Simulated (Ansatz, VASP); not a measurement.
**Two plane-wave programs on PbO**

The input INCAR:

```
PREC = Accurate ; ENCUT = 520
EDIFF = 1E-6 ; ISMEAR = -1
SIGMA = 0.05 ; LREAL = F
LASPH = T ; NELM = 100
ALGO = Normal ; ISIF = 2
LWAVE = F ; LCHARG = F
GGA = PS ; NBANDS = 50
```

Contents of KPOINTS:

```
Automatic mesh
0
Gamma
  5 5 6
```

The input POSCAR:

```
PbO
1.0
    5.7560479748      0.0000000000      0.0000000000
    0.0000000000      5.3642135313      0.0000000000
    0.0000000000      0.0000000000      4.6461769136
Pb O
4 4
Direct
    0.7690000000      0.5140000000      0.2500000000
    0.2310000000      0.4860000000      0.7500000000
    0.7690000000      0.9860000000      0.7500000000
    0.2310000000      0.0140000000      0.2500000000
    0.1320000000      0.5820000000      0.2500000000
    0.8680000000      0.4180000000      0.7500000000
    0.1320000000      0.9180000000      0.7500000000
    0.8680000000      0.0820000000      0.2500000000
```

The input input.yaml:

```yaml
crystal:
  lattice:
    - [5.7560479748, 0.0, 0.0]
    - [0.0, 5.3642135313, 0.0]
    - [0.0, 0.0, 4.6461769136]
  atoms:
    - { symbol: Pb, position: [0.769, 0.514, 0.25] }
    - { symbol: Pb, position: [0.231, 0.486, 0.75] }
    - { symbol: Pb, position: [0.769, 0.986, 0.75] }
    - { symbol: Pb, position: [0.231, 0.014, 0.25] }
    - { symbol: O, position: [0.132, 0.582, 0.25] }
    - { symbol: O, position: [0.868, 0.418, 0.75] }
    - { symbol: O, position: [0.132, 0.918, 0.75] }
    - { symbol: O, position: [0.868, 0.082, 0.25] }
hamiltonian:
  xc: pbesol
  pseudopotentials: { kind: paw }
kpoints:
  mp_grid: { grid: [5, 5, 6] }
scf:
  occupations: { method: fermi_dirac, width: 0.05 }
output:
  forces: true
  stress: true
  eigenvalues: true
  write_density: true
  write_potential: true
  elf: true
  volumetric_format: npy
```

Alike in both runs: task single point; functional PBEsol; k mesh 5 × 5 × 6; occupations fermi-dirac, width 0.05 eV; no spin polarisation.

```csv
,VASP,Ansatz
version,VASP 6.6.1,Ansatz 0.2.0
potentials or method,"VASP PAW PBE potentials, release 64 (Pb_d, O)",Ansatz PAW
plane-wave cutoff (eV),520,420
valence electrons in the cell,80,80
```

|  | VASP | Ansatz | Ansatz less VASP |
| --- | --- | --- | --- |
| gap on the k mesh at the Fermi level (eV) | 1.93 | 1.94 | +0.004 |
| least direct gap on the mesh (eV) | 2.14 | 2.14 | +0.002 |
| pressure (GPa) | 4.1 | 4.0 | -0.08 |
| traceless stress, the component that is largest in VASP (GPa) | 6.32 | 6.14 | -0.179 |
| rms of the force components (eV/Å) | 0.680 | 0.662 | -0.0184 |

VASP's potentials were made for PBE, not for PBEsol. Atom by atom the forces differ by 0.025 eV/Å (rms over components). With one functional, cell and mesh, what is left measures potentials, basis and numerics.

Spin-orbit coupling is off throughout. Noted on Ansatz's run: odd divisions of the mesh miss points on the zone boundary, where band edges often lie, so the gap on the mesh can be too wide.
